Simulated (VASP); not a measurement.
# ScBPd3 (Pm-3m) in VASP: single point with PBE

Aim: the single point of ScBPd3 with PBE.

Program: VASP 6.6.1. These are calculated values, not measurements. Logs are shortened: lines on timing, memory, paths and dates and some standing lists are left out, and cuts for length are marked.

## (1) The cell of the first run

The structure is cubic, space group Pm-3m (No. 221). Conventional cell: a = 4.235 Å, b = 4.235 Å, c = 4.235 Å, α = 90.00°, β = 90.00°, γ = 90.00°. Sc (site symmetry m-3m) has 12 Pd at 2.99 Å and 8 B at 3.67 Å within 3.9 Å. Within 2.8 Å of B (site symmetry m-3m) lie 6 Pd at 2.12 Å. Pd (site symmetry 4/mmm) has 2 B at 2.12 Å within 2.8 Å.

## (2) Single point, PBE

INCAR

```
SYSTEM = ScBPd3
PREC = Accurate
ENCUT = 520
EDIFF = 1E-7
ISMEAR = -1
SIGMA = 0.05
LREAL = .False.
LASPH = .True.
NELM = 60
ALGO = Normal
ISIF = 2
LWAVE = .False.
LCHARG = .False.
GGA = PE
NBANDS = 30
```

KPOINTS

```
regular mesh
0
Gamma
  5 5 5
  0 0 0
```

POSCAR

```
ScBPd3
1.0
    4.2349570000      0.0000000000      0.0000000000
    0.0000000000      4.2349570000      0.0000000000
    0.0000000000      0.0000000000      4.2349570000
Sc B Pd
1 1 3
Direct
    0.0000000000      0.0000000000      0.0000000000
    0.5000000000      0.5000000000      0.5000000000
    0.0000000000      0.5000000000      0.5000000000
    0.5000000000      0.5000000000      0.0000000000
    0.5000000000      0.0000000000      0.5000000000
```

Potentials or basis: VASP PAW PBE potentials, release 64 (Sc_sv, B, Pd).

Run with:

```console
$ cat potpaw_PBE.64/Sc_sv/POTCAR potpaw_PBE.64/B/POTCAR potpaw_PBE.64/Pd/POTCAR > POTCAR
$ mpirun -np 1 vasp_std > vasp.out
```

OUTCAR:

```text
SYSTEM = ScBPd3
   PREC = Accurate
   ENCUT = 520
   EDIFF = 1E-7
   ISMEAR = -1
   LREAL = .False.
   LASPH = .True.
   NELM = 60
   ISIF = 2
   GGA = PE

 ion  position               nearest neighbor table
   1  0.000  0.000  0.000-   3 2.99   4 2.99   5 2.99   3 2.99   5 2.99   3 2.99   4 2.99   3 2.99
                             4 2.99   5 2.99   5 2.99   4 2.99
   2  0.500  0.500  0.500-   3 2.12   4 2.12   5 2.12   4 2.12   5 2.12   3 2.12
   3  0.000  0.500  0.500-   2 2.12   2 2.12   4 2.99   5 2.99   1 2.99   4 2.99   1 2.99   5 2.99
                             1 2.99   1 2.99   4 2.99   5 2.99   4 2.99   5 2.99
   4  0.500  0.500  0.000-   2 2.12   2 2.12   3 2.99   5 2.99   1 2.99   3 2.99   5 2.99   1 2.99
                             5 2.99   5 2.99   1 2.99   3 2.99   3 2.99   1 2.99
   5  0.500  0.000  0.500-   2 2.12   2 2.12   3 2.99   4 2.99   1 2.99   4 2.99   1 2.99   3 2.99
                             4 2.99   4 2.99   1 2.99   3 2.99   1 2.99   3 2.99

  LATTYP: Found a simple cubic cell.
 ALAT       =     4.2349570000

  Lattice vectors:

 A1 = (   4.2349570000,   0.0000000000,   0.0000000000)
 A2 = (   0.0000000000,   4.2349570000,   0.0000000000)
 A3 = (   0.0000000000,   0.0000000000,   4.2349570000)

Analysis of symmetry for initial positions (statically):
=====================================================================
 Subroutine PRICEL returns:
 Original cell was already a primitive cell.

 Routine SETGRP: Setting up the symmetry group for a
 simple cubic supercell.

 Subroutine GETGRP returns: Found 48 space group operations
 (whereof 48 operations were pure point group operations)
 out of a pool of 48 trial point group operations.

The static configuration has the point symmetry O_h .

Analysis of symmetry for dynamics (positions and initial velocities):
=====================================================================
 Subroutine PRICEL returns:
 Original cell was already a primitive cell.

 Routine SETGRP: Setting up the symmetry group for a
 simple cubic supercell.

 Subroutine GETGRP returns: Found 48 space group operations
 (whereof 48 operations were pure point group operations)
 out of a pool of 48 trial point group operations.

The dynamic configuration has the point symmetry O_h .

 Subroutine INISYM returns: Found 48 space group operations
 (whereof 48 operations are pure point group operations),
 and found     1 'primitive' translations

----------------------------------------------------------------------------------------

                                     Primitive cell

  volume of cell :      75.9534

  direct lattice vectors                    reciprocal lattice vectors
     4.234957000  0.000000000  0.000000000     0.236129906  0.000000000  0.000000000
     0.000000000  4.234957000  0.000000000     0.000000000  0.236129906  0.000000000
     0.000000000  0.000000000  4.234957000     0.000000000  0.000000000  0.236129906

  length of vectors
     4.234957000  4.234957000  4.234957000     0.236129906  0.236129906  0.236129906

  position of ions in fractional coordinates (direct lattice)
     0.000000000  0.000000000  0.000000000
     0.500000000  0.500000000  0.500000000
     0.000000000  0.500000000  0.500000000
     0.500000000  0.500000000  0.000000000
     0.500000000  0.000000000  0.500000000

  ion indices of the primitive-cell ions
   primitive index   ion index
                 1           1
                 2           2
                 3           3
                 4           4
                 5           5

----------------------------------------------------------------------------------------

 KPOINTS: regular mesh

Automatic generation of k-mesh.
 Grid dimensions read from file:
 generate k-points for:    5    5    5

 Generating k-lattice:

  Cartesian coordinates                     Fractional coordinates (reciprocal lattice)
     0.047225981  0.000000000  0.000000000     0.200000000  0.000000000  0.000000000
     0.000000000  0.047225981  0.000000000     0.000000000  0.200000000  0.000000000
     0.000000000  0.000000000  0.047225981     0.000000000  0.000000000  0.200000000

  Length of vectors
     0.047225981  0.047225981  0.047225981

  Shift w.r.t. Gamma in fractional coordinates (k-lattice)
     0.000000000  0.000000000  0.000000000

 Subroutine IBZKPT returns following result:
 ===========================================

 Found     10 irreducible k-points:

 Following reciprocal coordinates:
            Coordinates               Weight
  0.000000  0.000000  0.000000      1.000000
  0.200000  0.000000  0.000000      6.000000
  0.400000  0.000000  0.000000      6.000000
  0.200000  0.200000  0.000000     12.000000
  0.400000  0.200000  0.000000     24.000000
  0.400000  0.400000  0.000000     12.000000
  0.200000  0.200000  0.200000      8.000000
  0.400000  0.200000  0.200000     24.000000
  0.400000  0.400000  0.200000     24.000000
  0.400000  0.400000  0.400000      8.000000
   k-points           NKPTS =     10   k-points in BZ     NKDIM =     10   number of bands    NBANDS=     30
   number of dos      NEDOS =    301   number of ions     NIONS =      5
   total plane-waves  NPLWV =  32768
   dimension x,y,z NGX =    32 NGY =   32 NGZ =   32
   dimension x,y,z NGXF=    64 NGYF=   64 NGZF=   64
   ions per type =               1   1   3
   NGX,Y,Z   is equivalent  to a cutoff of  12.56, 12.56, 12.56 a.u.
   NGXF,Y,Z  is equivalent  to a cutoff of  25.12, 25.12, 25.12 a.u.
 SYSTEM =  ScBPd3
   PREC   = accura    normal or accurate (medium, high low for compatibility)
   ISTART =      0    job   : 0-new  1-cont  2-samecut
   ICHARG =      2    charge: 1-file 2-atom 10-const
   ISPIN  =      1    spin polarized calculation?
   LNONCOLLINEAR =      F non collinear calculations
   LSORBIT =      F    spin-orbit coupling
   LASPH  =      T    aspherical Exc in radial PAW
   ENCUT  =  520.0 eV  38.22 Ry    6.18 a.u.   7.87  7.87  7.87*2*pi/ulx,y,z
   NELM   =     60;   NELMIN=  2; NELMDL= -5     # of ELM steps
   EDIFF  = 0.1E-06   stopping-criterion for ELM
   LREAL  =      F    real-space projection
   EDIFFG = 0.1E-05   stopping-criterion for IOM
   NSW    =      0    number of steps for IOM
   IBRION =     -1    ionic relax: 0-MD 1-quasi-New 2-CG
   NFREE  =      0    steps in history (QN), initial steepest desc. (CG)
   ISIF   =      2    stress and relaxation
   ISYM   =      2    0-nonsym 1-usesym 2-fastsym
   POTIM  = 0.5000    time-step for ionic-motion
   TEBEG  =    0.0;   TEEND  =   0.0 temperature during run
   PSTRESS=    0.0 pullay stress
   NELECT =      44.0000    total number of electrons
   NUPDOWN=      -1.0000    fix difference up-down
   EMIN   =  10.00;   EMAX   =-10.00  energy-range for DOS
   EFERMI =   0.00;   METHOD = LEGACY
   ISMEAR =    -1;   SIGMA  =   0.05  broadening in eV -4-tet -1-fermi 0-gaus
   EFERMI_NEDOS =   21; number of points for ismear=-14 and -15
   IALGO  =     38    algorithm
   IMIX   =      4    mixing-type and parameters
     AMIX     =   0.40;   BMIX     =  1.00
     AMIX_MAG =   1.60;   BMIX_MAG =  1.00
  volume/ion in A,a.u.               =      15.19       102.51
  Fermi-wavevector in a.u.,A,eV,Ry     =   1.364719  2.578946 25.340296  1.862459
  Thomas-Fermi vector in A             =   2.491011
   LORBIT       =      0    0 simple, 1 ext, 2 COOP (PROOUT), +10 PAW based schemes
   GGA     = PE    functional components
   LHFCALC =     F    Hartree Fock is set to
   AEXX    =    0.0000 exact exchange contribution
   IVDW    =     0    specifies the selected vdW correction
   LEPSILON=     F    determine dielectric tensor
   LRPA    =     F    only Hartree local field effects (RPA)
 non-spin polarized calculation
  energy-cutoff  :      520.00
  volume of cell :       75.95
 maximum number of plane-waves:      2103
 NGX is ok and might be reduce to    32
   NGX = 15   NGY = 15   NGZ = 15

 number of electron      43.9999994 magnetization

 Free energy of the ion-electron system (eV)
  ---------------------------------------------------
  ext. energy  EPLUGINS =         0.00000000
  ---------------------------------------------------
  free energy    TOTEN  =       -31.30660240 eV

  energy without entropy =      -31.27554587  energy(sigma->0) =      -31.29107414

 E-fermi :   8.1952     XC(G=0): -12.0071

 val. band max:        8.1921958877   @ k =   0.4000   0.2000   0.2000
 cond. band min:       8.4090545502   @ k =   0.4000   0.4000   0.0000
 fundamental gap:      0.2168586626
 Fermi energy:         8.1951811296

 k-point     1 :       0.0000    0.0000    0.0000
  band No.  band energies     occupation
      1     -42.6293      2.00000
      2     -21.1944      2.00000
      3     -21.1944      2.00000
      4     -21.1944      2.00000
      5      -2.3056      2.00000
      6       2.1032      2.00000
[... 22 lines left out ...]
     29      13.8590      0.00000
     30      13.8600      0.00000

 k-point     2 :       0.2000    0.0000    0.0000
  band No.  band energies     occupation
      1     -42.6290      2.00000
      2     -21.1999      2.00000
      3     -21.1947      2.00000
      4     -21.1947      2.00000
      5      -2.0358      2.00000
      6       2.3922      2.00000
[... 22 lines left out ...]
     29      13.2462      0.00000
     30      13.9562      0.00000

 k-point     3 :       0.4000    0.0000    0.0000
  band No.  band energies     occupation
      1     -42.6286      2.00000
      2     -21.2090      2.00000
      3     -21.1953      2.00000
      4     -21.1953      2.00000
      5      -1.4572      2.00000
      6       2.5806      2.00000
[... 220 lines left out ...]
     29      11.4409      0.00000
     30      13.5025      0.00000

 k-point    10 :       0.4000    0.4000    0.4000
  band No.  band energies     occupation
      1     -42.6279      2.00000
      2     -21.2047      2.00000
      3     -21.2036      2.00000
      4     -21.2036      2.00000
      5       0.3836      2.00000
      6       1.4967      2.00000
[... 22 lines left out ...]
     29      12.0474      0.00000
     30      12.0474      0.00000

------------------------ aborting loop because EDIFF is reached ----------------------------------------

  FORCE on cell =-STRESS in cart. coord.  units (eV):
  Direction    XX          YY          ZZ          XY          YZ          ZX
  --------------------------------------------------------------------------------------
  -------------------------------------------------------------------------------------
  Total       -0.3645942     -0.3645942     -0.3645942     -0.0000000     -0.0000000      0.0000000
  in kB       -7.6908324     -7.6908324     -7.6908324     -0.0000000     -0.0000000      0.0000000
  external PRESSURE =      -7.6908324 kB  Pullay stress =       0.0000000 kB

 VOLUME and BASIS-vectors are now :
 -----------------------------------------------------------------------------
  energy-cutoff  :      520.00
  volume of cell :       75.95
      direct lattice vectors                 reciprocal lattice vectors
     4.234957000  0.000000000  0.000000000     0.236129906  0.000000000  0.000000000
     0.000000000  4.234957000  0.000000000     0.000000000  0.236129906  0.000000000
     0.000000000  0.000000000  4.234957000     0.000000000  0.000000000  0.236129906

 POSITION                                       TOTAL-FORCE (eV/Angst)
 -----------------------------------------------------------------------------------
      0.00000      0.00000      0.00000         0.000000      0.000000      0.000000
      2.11748      2.11748      2.11748         0.000000      0.000000      0.000000
      0.00000      2.11748      2.11748         0.000000      0.000000      0.000000
      2.11748      2.11748      0.00000         0.000000      0.000000      0.000000
      2.11748      0.00000      2.11748         0.000000      0.000000      0.000000
 -----------------------------------------------------------------------------------
    total drift:                                0.000000     -0.000000     -0.000000

  FREE ENERGIE OF THE ION-ELECTRON SYSTEM (eV)
  ---------------------------------------------------
  free  energy   TOTEN  =       -31.3066023993 eV

  energy  without entropy=      -31.2755458725  energy(sigma->0) =      -31.29107414
```

Wall time 23 s (1 thread of Intel Xeon Platinum 8259CL at 2.50GHz (Skylake/Cascade Lake), shared host); peak memory 0.18 GiB.

Results:

| Item | Value |
| --- | --- |
| Free energy | -31.3066 eV |
| Pressure | -0.8 GPa |
| Band gap on the k mesh | zero (bands 22 and 23 overlap by 1.77 eV) |

The gap in the log of VASP goes by the Fermi energy; the results here count the filled bands.